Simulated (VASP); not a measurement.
# Sn (Pm-3m) in VASP: a series of runs

Runs on Sn. Level: PBE. Tasks: single point, relaxation of cell and atoms.

Everything below comes from runs of VASP 6.6.1. Logs are shortened: lines on timing, memory, paths and dates and some standing lists are left out, and cuts for length are marked.

## (1) The cell of the first run

Symmetry: Pm-3m, No. 221, cubic system. The conventional cell has a = 2.723 Å, b = 2.723 Å, c = 2.723 Å, α = 90.00°, β = 90.00°, γ = 90.00°. Sn (site symmetry m-3m) has 6 Sn at 2.72 Å within 3.6 Å.

## (2) Single point, PBE

The input, INCAR:

```
  PREC = Accurate
  ENCUT = 520
  EDIFF = 1E-6
  ISMEAR = -1
  SIGMA = 0.05
  LREAL = F
  LASPH = T
  NELM = 80
  ALGO = Normal
  ISIF = 2
  LWAVE = F
  LCHARG = T
  GGA = PE
  LELF = T
  LVHAR = T
  NBANDS = 13
```

The input, KPOINTS:

```
Automatic mesh
0
Gamma
  14 14 14
```

The input, POSCAR:

```
Sn
1.0
    2.7229169718      0.0000000000      0.0000000000
    0.0000000000      2.7229169718      0.0000000000
    0.0000000000      0.0000000000      2.7229169718
Sn
1
Direct
    0.0000000000      0.0000000000      0.0000000000
```

Potentials or basis: VASP PAW PBE potentials, release 64 (Sn_d).

On the command line:

```sh
$ cat potpaw_PBE.64/Sn_d/POTCAR > POTCAR
$ mpirun -np 1 vasp_std > vasp.out
```

OUTCAR:

```text
PREC = Accurate
   ENCUT = 520
   EDIFF = 1E-6
   ISMEAR = -1
   LREAL = F
   LASPH = T
   NELM = 80
   ISIF = 2
   GGA = PE

 ion  position               nearest neighbor table
   1  0.000  0.000  0.000-

  LATTYP: Found a simple cubic cell.
 ALAT       =     2.7229169718

  Lattice vectors:

 A1 = (   2.7229169718,   0.0000000000,   0.0000000000)
 A2 = (   0.0000000000,   2.7229169718,   0.0000000000)
 A3 = (   0.0000000000,   0.0000000000,   2.7229169718)

Analysis of symmetry for initial positions (statically):
=====================================================================
 Subroutine PRICEL returns:
 Original cell was already a primitive cell.

 Routine SETGRP: Setting up the symmetry group for a
 simple cubic supercell.

 Subroutine GETGRP returns: Found 48 space group operations
 (whereof 48 operations were pure point group operations)
 out of a pool of 48 trial point group operations.

The static configuration has the point symmetry O_h .

Analysis of symmetry for dynamics (positions and initial velocities):
=====================================================================
 Subroutine PRICEL returns:
 Original cell was already a primitive cell.

 Routine SETGRP: Setting up the symmetry group for a
 simple cubic supercell.

 Subroutine GETGRP returns: Found 48 space group operations
 (whereof 48 operations were pure point group operations)
 out of a pool of 48 trial point group operations.

The dynamic configuration has the point symmetry O_h .

 Subroutine INISYM returns: Found 48 space group operations
 (whereof 48 operations are pure point group operations),
 and found     1 'primitive' translations

----------------------------------------------------------------------------------------

                                     Primitive cell

  volume of cell :      20.1885

  direct lattice vectors                    reciprocal lattice vectors
     2.722916972  0.000000000  0.000000000     0.367253211  0.000000000  0.000000000
     0.000000000  2.722916972  0.000000000     0.000000000  0.367253211  0.000000000
     0.000000000  0.000000000  2.722916972     0.000000000  0.000000000  0.367253211

  length of vectors
     2.722916972  2.722916972  2.722916972     0.367253211  0.367253211  0.367253211

  position of ions in fractional coordinates (direct lattice)
     0.000000000  0.000000000  0.000000000

  ion indices of the primitive-cell ions
   primitive index   ion index
                 1           1

----------------------------------------------------------------------------------------

 KPOINTS: Automatic mesh

Automatic generation of k-mesh.
 Grid dimensions read from file:
 generate k-points for:   14   14   14

 Generating k-lattice:

  Cartesian coordinates                     Fractional coordinates (reciprocal lattice)
     0.026232372  0.000000000  0.000000000     0.071428571  0.000000000  0.000000000
     0.000000000  0.026232372  0.000000000     0.000000000  0.071428571  0.000000000
     0.000000000  0.000000000  0.026232372     0.000000000  0.000000000  0.071428571

  Length of vectors
     0.026232372  0.026232372  0.026232372

  Shift w.r.t. Gamma in fractional coordinates (k-lattice)
     0.000000000  0.000000000  0.000000000

 Subroutine IBZKPT returns following result:
 ===========================================

 Found    120 irreducible k-points:

 Following reciprocal coordinates:
            Coordinates               Weight
  0.000000  0.000000  0.000000      1.000000
  0.071429  0.000000  0.000000      6.000000
  0.142857  0.000000  0.000000      6.000000
  0.214286  0.000000  0.000000      6.000000
  0.285714  0.000000  0.000000      6.000000
  0.357143  0.000000  0.000000      6.000000
[... 16 lines left out ...]
  0.285714  0.214286  0.000000     24.000000
  0.357143  0.214286  0.000000     24.000000
 [... further k-points ...]
   k-points           NKPTS =    120   k-points in BZ     NKDIM =    120   number of bands    NBANDS=     13
   number of dos      NEDOS =    301   number of ions     NIONS =      1
   total plane-waves  NPLWV =   8000
   dimension x,y,z NGX =    20 NGY =   20 NGZ =   20
   dimension x,y,z NGXF=    40 NGYF=   40 NGZF=   40
   ions per type =               1
   NGX,Y,Z   is equivalent  to a cutoff of  12.21, 12.21, 12.21 a.u.
   NGXF,Y,Z  is equivalent  to a cutoff of  24.42, 24.42, 24.42 a.u.
 SYSTEM =  unknown system
   PREC   = accura    normal or accurate (medium, high low for compatibility)
   ISTART =      0    job   : 0-new  1-cont  2-samecut
   ICHARG =      2    charge: 1-file 2-atom 10-const
   ISPIN  =      1    spin polarized calculation?
   LNONCOLLINEAR =      F non collinear calculations
   LSORBIT =      F    spin-orbit coupling
   LASPH  =      T    aspherical Exc in radial PAW
   ENCUT  =  520.0 eV  38.22 Ry    6.18 a.u.   5.06  5.06  5.06*2*pi/ulx,y,z
   NELM   =     80;   NELMIN=  2; NELMDL= -5     # of ELM steps
   EDIFF  = 0.1E-05   stopping-criterion for ELM
   LREAL  =      F    real-space projection
   EDIFFG = 0.1E-04   stopping-criterion for IOM
   NSW    =      0    number of steps for IOM
   IBRION =     -1    ionic relax: 0-MD 1-quasi-New 2-CG
   NFREE  =      0    steps in history (QN), initial steepest desc. (CG)
   ISIF   =      2    stress and relaxation
   ISYM   =      2    0-nonsym 1-usesym 2-fastsym
   POTIM  = 0.5000    time-step for ionic-motion
   TEBEG  =    0.0;   TEEND  =   0.0 temperature during run
   PSTRESS=    0.0 pullay stress
   NELECT =      14.0000    total number of electrons
   NUPDOWN=      -1.0000    fix difference up-down
   EMIN   =  10.00;   EMAX   =-10.00  energy-range for DOS
   EFERMI =   0.00;   METHOD = LEGACY
   ISMEAR =    -1;   SIGMA  =   0.05  broadening in eV -4-tet -1-fermi 0-gaus
   EFERMI_NEDOS =   21; number of points for ismear=-14 and -15
   IALGO  =     38    algorithm
   IMIX   =      4    mixing-type and parameters
     AMIX     =   0.40;   BMIX     =  1.00
     AMIX_MAG =   1.60;   BMIX_MAG =  1.00
  volume/ion in A,a.u.               =      20.19       136.24
  Fermi-wavevector in a.u.,A,eV,Ry     =   1.449049  2.738306 28.568743  2.099743
  Thomas-Fermi vector in A             =   2.566820
   LORBIT       =      0    0 simple, 1 ext, 2 COOP (PROOUT), +10 PAW based schemes
   GGA     = PE    functional components
   LHFCALC =     F    Hartree Fock is set to
   AEXX    =    0.0000 exact exchange contribution
   IVDW    =     0    specifies the selected vdW correction
   LEPSILON=     F    determine dielectric tensor
   LRPA    =     F    only Hartree local field effects (RPA)
 non-spin polarized calculation
  energy-cutoff  :      520.00
  volume of cell :       20.19
 maximum number of plane-waves:       554
   NGX = 11   NGY = 11   NGZ = 11

 number of electron      13.9999995 magnetization

 Free energy of the ion-electron system (eV)
  ---------------------------------------------------
  ext. energy  EPLUGINS =         0.00000000
  ---------------------------------------------------
  free energy    TOTEN  =        -2.89936770 eV

  energy without entropy =       -2.89681841  energy(sigma->0) =       -2.89809305

 E-fermi :  12.2635     XC(G=0): -11.7319

 val. band max:       12.1566339826   @ k =   0.3571   0.3571   0.1429
 cond. band min:      12.2969190322   @ k =   0.5000   0.5000   0.5000
 fundamental gap:      0.1402850497
 Fermi energy:        12.2634802024

 k-point     1 :       0.0000    0.0000    0.0000
  band No.  band energies     occupation
      1     -10.3521      2.00000
      2     -10.3521      2.00000
      3      -9.3011      2.00000
      4      -9.3011      2.00000
      5      -9.3011      2.00000
      6      -1.5987      2.00000
      7      18.8661      0.00000
      8      18.8661      0.00000
      9      18.8661      0.00000
     10      22.5259      0.00000
     11      22.5259      0.00000
     12      25.1416      0.00000
     13      34.4190      0.00000

 k-point     2 :       0.0714    0.0000    0.0000
  band No.  band energies     occupation
      1     -10.3489      2.00000
      2     -10.3151      2.00000
      3      -9.3156      2.00000
      4      -9.3156      2.00000
      5      -9.2999      2.00000
      6      -1.4878      2.00000
      7      17.4546      0.00000
      8      18.9985      0.00000
      9      18.9985      0.00000
     10      22.5771      0.00000
     11      23.4248      0.00000
     12      25.8281      0.00000
     13      33.7562      0.00000

 k-point     3 :       0.1429    0.0000    0.0000
  band No.  band energies     occupation
      1     -10.3399      2.00000
      2     -10.2116      2.00000
      3      -9.3561      2.00000
      4      -9.3561      2.00000
      5      -9.2965      2.00000
      6      -1.1529      2.00000
      7      15.0746      0.00000
      8      19.3882      0.00000
      9      19.3882      0.00000
     10      22.7310      0.00000
     11      24.0628      0.00000
     12      28.0836      0.00000
     13      32.3522      0.00000
[... 305 lines left out ...]
 k-point    23 :       0.2857    0.2143    0.0000
  band No.  band energies     occupation
      1     -10.1434      2.00000
      2      -9.7235      2.00000
      3      -9.6304      2.00000
      4      -9.4652      2.00000
      5      -9.3956      2.00000
      6       1.2014      2.00000
      7      11.2068      2.00000
      8      14.5607      0.00000
      9      22.0261      0.00000
     10      23.5296      0.00000
     11      24.5437      0.00000
     12      30.1378      0.00000
     13      32.0566      0.00000

 k-point    24 :       0.3571    0.2143    0.0000
  band No.  band energies     occupation
      1     -10.1206      2.00000
      2      -9.6994      2.00000
      3      -9.5743      2.00000
      4      -9.5208      2.00000
      5      -9.3898      2.00000
      6       2.2108      2.00000
      7       9.1272      2.00000
      8      15.4210      0.00000
      9      21.7574      0.00000
     10      22.9929      0.00000
     11      24.9840      0.00000
     12      29.2296      0.00000
     13      30.5710      0.00000

 [... further k-points ...]
[... 5 lines left out ...]
  --------------------------------------------------------------------------------------
  -------------------------------------------------------------------------------------
  Total        5.5354296      5.5354296      5.5354296      0.0000000      0.0000000      0.0000000
  in kB      439.2974885    439.2974885    439.2974885      0.0000000      0.0000000      0.0000000
  external PRESSURE =     439.2974885 kB  Pullay stress =       0.0000000 kB

 VOLUME and BASIS-vectors are now :
 -----------------------------------------------------------------------------
  energy-cutoff  :      520.00
  volume of cell :       20.19
      direct lattice vectors                 reciprocal lattice vectors
     2.722916972  0.000000000  0.000000000     0.367253211  0.000000000  0.000000000
     0.000000000  2.722916972  0.000000000     0.000000000  0.367253211  0.000000000
     0.000000000  0.000000000  2.722916972     0.000000000  0.000000000  0.367253211

 POSITION                                       TOTAL-FORCE (eV/Angst)
 -----------------------------------------------------------------------------------
      0.00000      0.00000      0.00000         0.000000      0.000000      0.000000
 -----------------------------------------------------------------------------------
    total drift:                               -0.000000      0.000000     -0.000000

  FREE ENERGIE OF THE ION-ELECTRON SYSTEM (eV)
  ---------------------------------------------------
  free  energy   TOTEN  =        -2.8993677009 eV

  energy  without entropy=       -2.8968184069  energy(sigma->0) =       -2.89809305
```

Wall time 9.8 s (1 thread of AMD EPYC 9R45 (Zen 5), shared host); peak memory 0.11 GiB.

Results:

```
Free energy            : -2.8994 eV
Pressure               : 43.9 GPa
Band gap on the k mesh : zero (band 7 reaches 18.87 eV, above the bottom of band 8 at 8.77 eV)
```

Caveat: spin-orbit coupling is left out, which moves the levels of the heavy elements.

## (3) Single point, PBE

The input, INCAR:

```
SYSTEM = Sn
ALGO = Normal ; EDIFF = 1E-6
ENCUT = 520 ; GGA = PE
ISIF = 2 ; ISMEAR = -1
LASPH = .True. ; LCHARG = .True.
LELF = .True. ; LREAL = .False.
LVHAR = .True. ; LWAVE = .False.
NBANDS = 13 ; NELM = 100
PREC = Accurate ; SIGMA = 0.05
```

The input, KPOINTS:

```
k-points
0
Gamma
  14 14 14
  0 0 0
```

The input, POSCAR:

```
Sn
1.0
    2.7227823442      0.0000000000      0.0000000000
    0.0000000000      2.7227823442      0.0000000000
    0.0000000000      0.0000000000      2.7227823442
Sn
1
Direct
    0.0000000000      0.0000000000      0.0000000000
```

Potentials or basis: VASP PAW PBE potentials, release 64 (Sn_d).

On the command line:

```sh
$ cat potpaw_PBE.64/Sn_d/POTCAR > POTCAR
$ mpirun -np 1 vasp_std > vasp.out
```

OUTCAR:

```text
SYSTEM = Sn
   EDIFF = 1E-6
   ENCUT = 520
   GGA = PE
   ISIF = 2
   ISMEAR = -1
   LASPH = .True.
   LREAL = .False.
   NELM = 100
   PREC = Accurate

 ion  position               nearest neighbor table
   1  0.000  0.000  0.000-

  LATTYP: Found a simple cubic cell.
 ALAT       =     2.7227823442

  Lattice vectors:

 A1 = (   2.7227823442,   0.0000000000,   0.0000000000)
 A2 = (   0.0000000000,   2.7227823442,   0.0000000000)
 A3 = (   0.0000000000,   0.0000000000,   2.7227823442)

[... 559 lines left out ...]
     12      29.2330      0.00000
     13      30.5748      0.00000

 [... further k-points ...]

------------------------ aborting loop because EDIFF is reached ----------------------------------------

  FORCE on cell =-STRESS in cart. coord.  units (eV):
  Direction    XX          YY          ZZ          XY          YZ          ZX
  --------------------------------------------------------------------------------------
  -------------------------------------------------------------------------------------
  Total        5.5388309      5.5388309      5.5388309      0.0000000     -0.0000000      0.0000000
  in kB      439.6326240    439.6326240    439.6326240      0.0000000     -0.0000000      0.0000000
  external PRESSURE =     439.6326240 kB  Pullay stress =       0.0000000 kB

 VOLUME and BASIS-vectors are now :
 -----------------------------------------------------------------------------
  energy-cutoff  :      520.00
  volume of cell :       20.19
      direct lattice vectors                 reciprocal lattice vectors
     2.722782344  0.000000000  0.000000000     0.367271369  0.000000000  0.000000000
     0.000000000  2.722782344  0.000000000     0.000000000  0.367271369  0.000000000
     0.000000000  0.000000000  2.722782344     0.000000000  0.000000000  0.367271369

 POSITION                                       TOTAL-FORCE (eV/Angst)
 -----------------------------------------------------------------------------------
      0.00000      0.00000      0.00000         0.000000      0.000000      0.000000
 -----------------------------------------------------------------------------------
    total drift:                               -0.000000      0.000000     -0.000000

  FREE ENERGIE OF THE ION-ELECTRON SYSTEM (eV)
  ---------------------------------------------------
  free  energy   TOTEN  =        -2.8985459418 eV

  energy  without entropy=       -2.8959961549  energy(sigma->0) =       -2.89727105
```

OSZICAR:

```text
N       E                     dE             d eps       ncg     rms          rms(c)
DAV:   1     0.810563012338E+02    0.81056E+02   -0.71214E+03  3230   0.180E+03
DAV:   2     0.217805433585E+01   -0.78878E+02   -0.75757E+02  3315   0.342E+02
DAV:   3    -0.284875056327E+01   -0.50268E+01   -0.50110E+01  3648   0.717E+01
DAV:   4    -0.293879014392E+01   -0.90040E-01   -0.90023E-01  3563   0.994E+00
DAV:   5    -0.294135403631E+01   -0.25639E-02   -0.25639E-02  3798   0.166E+00    0.306E+00
DAV:   6    -0.291278051877E+01    0.28574E-01   -0.12434E-02  4269   0.235E+00    0.175E+00
DAV:   7    -0.289877141169E+01    0.14009E-01   -0.11486E-02  4623   0.213E+00    0.140E-01
DAV:   8    -0.289855333326E+01    0.21808E-03   -0.10868E-03  3780   0.592E-01    0.268E-02
DAV:   9    -0.289854796587E+01    0.53674E-05   -0.39754E-05  4342   0.104E-01    0.141E-02
DAV:  10    -0.289854569674E+01    0.22691E-05   -0.22146E-06  3418   0.164E-02    0.104E-03
DAV:  11    -0.289854594175E+01   -0.24502E-06   -0.73064E-08  2050   0.277E-03
   1 F= -.28985459E+01 E0= -.28972710E+01  d E =-.254979E-02
```

stdout:

```text
POSCAR found type information on POSCAR Sn
 POSCAR found :  1 types and       1 ions
 scaLAPACK will be used
 LDA part: xc-table for (Slater+PW92), standard interpolation
 POSCAR, INCAR and KPOINTS ok, starting setup
 FFT: planning ... GRIDC
 FFT: planning ... GRID_SOFT
 FFT: planning ... GRID
 WAVECAR not read
 entering main loop
```

Run time: 9.9 s. Hardware: 1 thread of AMD EPYC 9R45 (Zen 5), shared host; peak memory 0.11 GiB.

What came out:

```
Free energy            : -2.8985 eV
Pressure               : 44.0 GPa
Band gap on the k mesh : zero (band 7 reaches 18.87 eV, above the bottom of band 8 at 8.77 eV)
```

Levels at points of the mesh, in eV from the Fermi level:
| k point | band 3 | band 4 | band 5 | band 6 | band 7 | band 8 | band 9 | band 10 | band 11 | band 12 |
| --- | --- | --- | --- | --- | --- | --- | --- | --- | --- | --- |
| (0.00, 0.00, 0.00) | -21.56 | -21.56 | -21.56 | -13.86 | 6.60 | 6.60 | 6.60 | 10.26 | 10.26 | 12.88 |
| (0.50, 0.00, 0.00) | -21.85 | -21.85 | -21.54 | -8.98 | -7.03 | 10.72 | 10.72 | 12.24 | 12.91 | 14.53 |
| (0.50, 0.50, 0.00) | -21.81 | -21.81 | -21.26 | -3.73 | -3.50 | -3.50 | 2.08 | 15.49 | 15.49 | 16.04 |
| (0.50, 0.50, 0.50) | -22.21 | -21.24 | -21.24 | 0.03 | 0.03 | 0.03 | 2.87 | 6.15 | 6.15 | 6.15 |

Caveat: spin-orbit coupling is left out, which moves the levels of the heavy elements.

## (4) Relaxation of cell and atoms, PBE, target pressure 44 GPa, at which the enthalpy is minimised

This run uses another cell than the first one, of 19.66 Å³/atom, 0.974 times its volume.

The input, INCAR:

```
SYSTEM = Sn
  PREC = Accurate
  ENCUT = 600
  EDIFF = 1E-6
  ISMEAR = -1
  SIGMA = 0.05
  LREAL = .FALSE.
  LASPH = .TRUE.
  NELM = 100
  ALGO = Normal
  ISIF = 3
  LWAVE = .FALSE.
  LCHARG = .FALSE.
  GGA = PE
  IBRION = 2
  NSW = 60
  EDIFFG = -0.005
  PSTRESS = 440.0
```

The input, KPOINTS:

```
regular mesh
0
G
  14 14 14
  0 0 0
```

The input, POSCAR:

```
Sn
1.0
    2.6989975152      0.0000000000      0.0000000000
    0.0000000000      2.6989975152      0.0000000000
    0.0000000000      0.0000000000      2.6989975152
Sn
1
Direct
    0.0000000000      0.0000000000      0.0000000000
```

On the command line:

```sh
$ cat potpaw_PBE.64/Sn_d/POTCAR > POTCAR
$ mpirun -np 1 vasp_std > vasp.out
```

It took 36 s on 1 thread of AMD EPYC 9R45 (Zen 5), shared host; peak memory 0.13 GiB.

It converged, with:

```
Free energy                                            : -2.9004 eV
Relaxed volume                                         : 20.19 Å³/atom
Relaxed cell                                           : a = 2.723 Å, b = 2.723 Å, c = 2.723 Å, α = 90.00°, β = 90.00°, γ = 90.00°
Space group after relaxing (to 0.05 Å)                 : Pm-3m (No. 221)
Energy change on relaxing (the enthalpy is what falls) : -155.9 meV/atom
Ionic steps                                            : 4
Pressure after relaxing                                : 44.0 GPa
Band gap on the k mesh                                 : zero (band 7 reaches 18.86 eV, above the bottom of band 8 at 8.77 eV)
```

The path:
```tsv
step	energy change (eV)	largest force (eV/Å)	pressure (GPa)	volume (Å³)
1	0.0000	0.0000	50.22	19.66
2	-0.5380	0.0000	28.09	21.91
3	-0.1604	0.0000	43.81	20.21
4	-0.1559	0.0000	43.99	20.19
```

Final structure:
```
Sn
1.0
     2.72308    0.00000    0.00000
     0.00000    2.72308    0.00000
     0.00000    0.00000    2.72308
Sn
1
Direct
  0.00000 0.00000 0.00000
```

Levels at points of the mesh, in eV from the Fermi level:
| k point | band 5 | band 6 | band 7 | band 8 | band 9 | band 10 |
| --- | --- | --- | --- | --- | --- | --- |
| (0.00, 0.00, 0.00) | -21.56 | -13.86 | 6.60 | 6.60 | 6.60 | 10.26 |
| (0.50, 0.00, 0.00) | -21.54 | -8.98 | -7.02 | 10.72 | 10.72 | 12.24 |
| (0.50, 0.50, 0.00) | -21.26 | -3.73 | -3.49 | -3.49 | 2.08 | 15.49 |
| (0.50, 0.50, 0.50) | -21.24 | 0.03 | 0.03 | 0.03 | 2.86 | 6.15 |

Caveat: the cell is relaxed towards a set pressure, so the enthalpy falls and the energy may rise; spin-orbit coupling is left out, which moves the levels of the heavy elements.

(Part 1 of 2 ends here.)
